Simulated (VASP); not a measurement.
# SnO2 (R3m) in VASP: further runs, part 2 of 2

VASP 6.6.1.

## Step 5: Single point, PBEsol (volume 12.612 Å^3 an atom, c/a of the conventional cell 2.3285)

File INCAR:

```
PREC = Accurate
ENCUT = 520
EDIFF = 1E-6
ISMEAR = 0
SIGMA = 0.05
LREAL = F
LASPH = T
NELM = 80
ALGO = Normal
ISIF = 2
LWAVE = F
LCHARG = F
GGA = PS
NBANDS = 64
```

File KPOINTS:

```
Automatic mesh
0
Gamma
  6 6 6
```

File POSCAR:

```
SnO2
1.0
    3.0417944790      1.7561808613      4.7218789629
   -3.0417944790      1.7561808613      4.7218789629
    0.0000000000     -3.5123617225      4.7218789630
Sn O
4 8
Direct
    0.8646807174      0.8646807174      0.8646807174
    0.3648245829      0.3648245829      0.8648190111
    0.3648245829      0.8648190111      0.3648245829
    0.8648190111      0.3648245829      0.3648245829
    0.1235003534      0.6233501671      0.6233501671
    0.6233501671      0.1235003534      0.6233501671
    0.6233501671      0.6233501671      0.1235003534
    0.6062113146      0.6062113146      0.6062113146
    0.1234715296      0.1234715296      0.1234715296
    0.1060883083      0.1060883083      0.6062369573
    0.1060883083      0.6062369573      0.1060883083
    0.6062369573      0.1060883083      0.1060883083
```

Potentials or basis: VASP PAW PBE potentials, release 64 (Sn_d, O).

Launch:

```
cat potpaw_PBE.64/Sn_d/POTCAR potpaw_PBE.64/O/POTCAR > POTCAR
mpirun -np 1 vasp_std > vasp.out
```

OUTCAR:

```text
PREC = Accurate
   ENCUT = 520
   EDIFF = 1E-6
   ISMEAR = 0
   LREAL = F
   LASPH = T
   NELM = 80
   ISIF = 2
   GGA = PS

 ion  position               nearest neighbor table
   1  0.865  0.865  0.865-   7 2.05   6 2.05   5 2.05  10 2.05  11 2.05  12 2.05   3 3.04   4 3.04
                             3 3.04   4 3.04   2 3.04   2 3.04
   2  0.365  0.365  0.865-  11 2.05  12 2.05   9 2.05   8 2.05   5 2.05   6 2.05   3 3.04   4 3.04
                             1 3.04   1 3.04   4 3.04   3 3.04
   3  0.365  0.865  0.365-  12 2.05  10 2.05   9 2.05   8 2.05   5 2.05   7 2.05   2 3.04   4 3.04
                             1 3.04   1 3.04   2 3.04   4 3.04
   4  0.865  0.365  0.365-  11 2.05  10 2.05   9 2.05   8 2.05   6 2.05   7 2.05   2 3.04   3 3.04
                             1 3.04   1 3.04   2 3.04   3 3.04
   5  0.124  0.623  0.623-   1 2.05   3 2.05   2 2.05
   6  0.623  0.124  0.623-   1 2.05   4 2.05   2 2.05
   7  0.623  0.623  0.124-   1 2.05   3 2.05   4 2.05
   8  0.606  0.606  0.606-   2 2.05   3 2.05   4 2.05
   9  0.123  0.123  0.123-   2 2.05   3 2.05   4 2.05
  10  0.106  0.106  0.606-   3 2.05   4 2.05   1 2.05
  11  0.106  0.606  0.106-   4 2.05   2 2.05   1 2.05
  12  0.606  0.106  0.106-   3 2.05   2 2.05   1 2.05

  LATTYP: Found a trigonal (rhomboedric) cell.
 ALAT       =     5.8849660840
 COS(alpha) =     0.4656795433

  Lattice vectors:

 A1 = (   3.0417944790,   1.7561808613,   4.7218789629)
 A2 = (  -3.0417944790,   1.7561808613,   4.7218789629)
 A3 = (   0.0000000000,  -3.5123617225,   4.7218789630)

Analysis of symmetry for initial positions (statically):
=====================================================================
 Subroutine PRICEL returns:
 Original cell was already a primitive cell.

 Routine SETGRP: Setting up the symmetry group for a
 trigonal (rhombohedral) supercell.

 Subroutine GETGRP returns: Found  6 space group operations
 (whereof  6 operations were pure point group operations)
 out of a pool of 12 trial point group operations.

The static configuration has the point symmetry C_3v.

Analysis of symmetry for dynamics (positions and initial velocities):
=====================================================================
 Subroutine PRICEL returns:
 Original cell was already a primitive cell.

 Routine SETGRP: Setting up the symmetry group for a
 trigonal (rhombohedral) supercell.

 Subroutine GETGRP returns: Found  6 space group operations
 (whereof  6 operations were pure point group operations)
 out of a pool of 12 trial point group operations.

The dynamic configuration has the point symmetry C_3v.

 Subroutine INISYM returns: Found  6 space group operations
 (whereof  6 operations are pure point group operations),
 and found     1 'primitive' translations

----------------------------------------------------------------------------------------

                                     Primitive cell

  volume of cell :     151.3440

  direct lattice vectors                    reciprocal lattice vectors
     3.041794479  1.756180861  4.721878963     0.164376654  0.094902906  0.070593367
[... 67 lines left out ...]
  0.166667  0.166667 -0.000000      6.000000
  0.333333  0.166667  0.000000     12.000000
[... 16 lines left out ...]
  0.500000  0.500000  0.166667      6.000000
 -0.333333  0.500000  0.166667     12.000000
 [... further k-points ...]
   k-points           NKPTS =     32   k-points in BZ     NKDIM =     32   number of bands    NBANDS=     64
   number of dos      NEDOS =    301   number of ions     NIONS =     12
   total plane-waves  NPLWV = 110592
   dimension x,y,z NGX =    48 NGY =   48 NGZ =   48
   dimension x,y,z NGXF=    96 NGYF=   96 NGZF=   96
   ions per type =               4   8
   NGX,Y,Z   is equivalent  to a cutoff of  13.56, 13.56, 13.56 a.u.
   NGXF,Y,Z  is equivalent  to a cutoff of  27.12, 27.12, 27.12 a.u.
 SYSTEM =  unknown system
   PREC   = accura    normal or accurate (medium, high low for compatibility)
   ISTART =      0    job   : 0-new  1-cont  2-samecut
   ICHARG =      2    charge: 1-file 2-atom 10-const
   ISPIN  =      1    spin polarized calculation?
   LNONCOLLINEAR =      F non collinear calculations
   LSORBIT =      F    spin-orbit coupling
   LASPH  =      T    aspherical Exc in radial PAW
   ENCUT  =  520.0 eV  38.22 Ry    6.18 a.u.  10.94 10.94 10.94*2*pi/ulx,y,z
   NELM   =     80;   NELMIN=  2; NELMDL= -5     # of ELM steps
   EDIFF  = 0.1E-05   stopping-criterion for ELM
   LREAL  =      F    real-space projection
   EDIFFG = 0.1E-04   stopping-criterion for IOM
   NSW    =      0    number of steps for IOM
   IBRION =     -1    ionic relax: 0-MD 1-quasi-New 2-CG
   NFREE  =      0    steps in history (QN), initial steepest desc. (CG)
   ISIF   =      2    stress and relaxation
   ISYM   =      2    0-nonsym 1-usesym 2-fastsym
   POTIM  = 0.5000    time-step for ionic-motion
   TEBEG  =    0.0;   TEEND  =   0.0 temperature during run
   PSTRESS=    0.0 pullay stress
   NELECT =     104.0000    total number of electrons
   NUPDOWN=      -1.0000    fix difference up-down
   EMIN   =  10.00;   EMAX   =-10.00  energy-range for DOS
   EFERMI =   0.00;   METHOD = LEGACY
   ISMEAR =     0;   SIGMA  =   0.05  broadening in eV -4-tet -1-fermi 0-gaus
   EFERMI_NEDOS =   21; number of points for ismear=-14 and -15
   IALGO  =     38    algorithm
   IMIX   =      4    mixing-type and parameters
     AMIX     =   0.40;   BMIX     =  1.00
     AMIX_MAG =   1.60;   BMIX_MAG =  1.00
  volume/ion in A,a.u.               =      12.61        85.11
  Fermi-wavevector in a.u.,A,eV,Ry     =   1.444655  2.730002 28.395749  2.087029
  Thomas-Fermi vector in A             =   2.562926
   LORBIT       =      0    0 simple, 1 ext, 2 COOP (PROOUT), +10 PAW based schemes
   GGA     = PS    functional components
   LHFCALC =     F    Hartree Fock is set to
   AEXX    =    0.0000 exact exchange contribution
   IVDW    =     0    specifies the selected vdW correction
   LEPSILON=     F    determine dielectric tensor
   LRPA    =     F    only Hartree local field effects (RPA)
 non-spin polarized calculation
 Gauss-broadening in eV      SIGMA  =   0.05
  energy-cutoff  :      520.00
  volume of cell :      151.34
 maximum number of plane-waves:      4104
 NGX is ok and might be reduce to    48
   NGX = 21   NGY = 21   NGZ = 21

 number of electron     104.0000015 magnetization

 Free energy of the ion-electron system (eV)
  ---------------------------------------------------
  ext. energy  EPLUGINS =         0.00000000
  ---------------------------------------------------
  free energy    TOTEN  =       -76.12058649 eV

  energy without entropy =      -76.12058649  energy(sigma->0) =      -76.12058649

 E-fermi :   4.7768     XC(G=0): -10.9715

 val. band max:        4.5362552496   @ k =   0.0000   0.0000   0.0000
 cond. band min:       7.3742650286   @ k =   0.0000   0.0000   0.0000
 fundamental gap:      2.8380097791
 Fermi energy:         4.7767611993

 k-point     1 :       0.0000    0.0000    0.0000
  band No.  band energies     occupation
      1     -16.2778      2.00000
      2     -16.2778      2.00000
      3     -16.2778      2.00000
      4     -15.4652      2.00000
      5     -15.0694      2.00000
      6     -15.0694      2.00000
[... 1597 lines left out ...]
     63      14.9646      0.00000
     64      15.3620      0.00000

 [... further k-points ...]
[... 5 lines left out ...]
  --------------------------------------------------------------------------------------
  -------------------------------------------------------------------------------------
  Total       23.6169001     23.6169001      3.3576158      0.0000000     -0.0000000      0.0000000
  in kB      250.0162669    250.0162669     35.5448246      0.0000000     -0.0000000      0.0000000
  external PRESSURE =     178.5257862 kB  Pullay stress =       0.0000000 kB

 VOLUME and BASIS-vectors are now :
 -----------------------------------------------------------------------------
  energy-cutoff  :      520.00
  volume of cell :      151.34
      direct lattice vectors                 reciprocal lattice vectors
     3.041794479  1.756180861  4.721878963     0.164376654  0.094902906  0.070593367
    -3.041794479  1.756180861  4.721878963    -0.164376654  0.094902906  0.070593367
     0.000000000 -3.512361723  4.721878963     0.000000000 -0.189805811  0.070593367

 POSITION                                       TOTAL-FORCE (eV/Angst)
 -----------------------------------------------------------------------------------
      0.00000      0.00000     12.24875         0.000000      0.000000      0.001117
      0.00000     -1.75616      7.52889         0.000000      0.001948     -0.000410
     -1.52088      0.87808      7.52889         0.001687     -0.000974     -0.000410
      1.52088      0.87808      7.52889        -0.001687     -0.000974     -0.000410
     -1.52044     -0.87783      6.46992         0.000685      0.000395     -0.344343
      1.52044     -0.87783      6.46992        -0.000685      0.000395     -0.344343
      0.00000      1.75565      6.46992         0.000000     -0.000791     -0.344343
      0.00000      0.00000      8.58737         0.000000      0.000000      0.341680
      0.00000      0.00000      1.74905         0.000000     -0.000000     -0.349002
      0.00000     -1.75670      3.86445         0.000000     -0.000861      0.346821
     -1.52135      0.87835      3.86445        -0.000746      0.000431      0.346821
      1.52135      0.87835      3.86445         0.000746      0.000431      0.346821
 -----------------------------------------------------------------------------------
    total drift:                                0.000000      0.000000     -0.000088

  FREE ENERGIE OF THE ION-ELECTRON SYSTEM (eV)
  ---------------------------------------------------
  free  energy   TOTEN  =       -76.1205864937 eV

  energy  without entropy=      -76.1205864937  energy(sigma->0) =      -76.12058649
```

It took 6.6 min on 1 thread of Oxide Virtual Turin-like, shared host; peak memory 0.41 GiB.

Results:

| Property | Result |
| --- | --- |
| Free energy | -76.1206 eV |
| Pressure | 17.9 GPa |
| Largest force | 0.349 eV/Å |
| Band gap on the k mesh | 2.84 eV |

Forces on the atoms (eV/Å):
```
Sn   0.000  0.000  0.001
Sn   0.000  0.002  0.000
Sn   0.002 -0.001  0.000
Sn  -0.002 -0.001  0.000
O    0.001  0.000 -0.344
O   -0.001  0.000 -0.344
O    0.000 -0.001 -0.344
O    0.000  0.000  0.342
O    0.000  0.000 -0.349
O    0.000 -0.001  0.347
O   -0.001  0.000  0.347
O    0.001  0.000  0.347
```

Levels at points of the mesh, in eV from the valence-band top:
```tsv
k point	band 48	band 49	band 50	band 51	band 52	band 53	band 54	band 55	band 56	band 57
(0.00, 0.00, 0.00)	-0.36	-0.22	0.00	0.00	0.00	2.84	6.02	6.02	6.02	6.24
(0.50, 0.00, 0.00)	-0.46	-0.43	-0.43	-0.13	-0.13	5.36	5.36	6.89	6.89	7.83
(0.50, 0.50, 0.00)	-0.67	-0.50	-0.50	-0.08	-0.08	5.66	5.66	6.94	6.94	8.36
(0.50, 0.50, 0.50)	-0.55	-0.55	-0.54	-0.54	-0.54	4.23	6.29	6.46	6.46	6.46
```

Caveat: the PAW data sets were made with another functional, which shifts forces and pressure a little; spin-orbit coupling is left out, which moves the levels of the heavy elements. A k mesh can miss the band edges.

## Step 6: The runs side by side

```tsv
cell	gap on the mesh (eV)	pressure (GPa)	largest force (eV/Å)
a = 5.757 Å, angles 73.1°, 12 atoms	0.37	-15.9	0.41
a = 5.915 Å, angles 67.7°, 12 atoms	1.27	-10.2	0.68
a = 5.687 Å, angles 67.7°, 12 atoms	2.08	8.4	0.54
a = 5.885 Å, angles 62.2°, 12 atoms	2.84	17.9	0.35
```

Alike in all rows: task single point; level PBEsol; potentials or basis VASP PAW PBE potentials, release 64 (Sn_d, O); no spin polarisation; k mesh 6 × 6 × 6; cutoff (eV) 520; smearing gaussian 0.05 eV.

Caveats: the PAW data sets were made with another functional, which shifts forces and pressure a little; spin-orbit coupling is left out, which moves the levels of the heavy elements.

Total energies depend on the potentials used, so only differences within one code and one set of settings carry meaning.
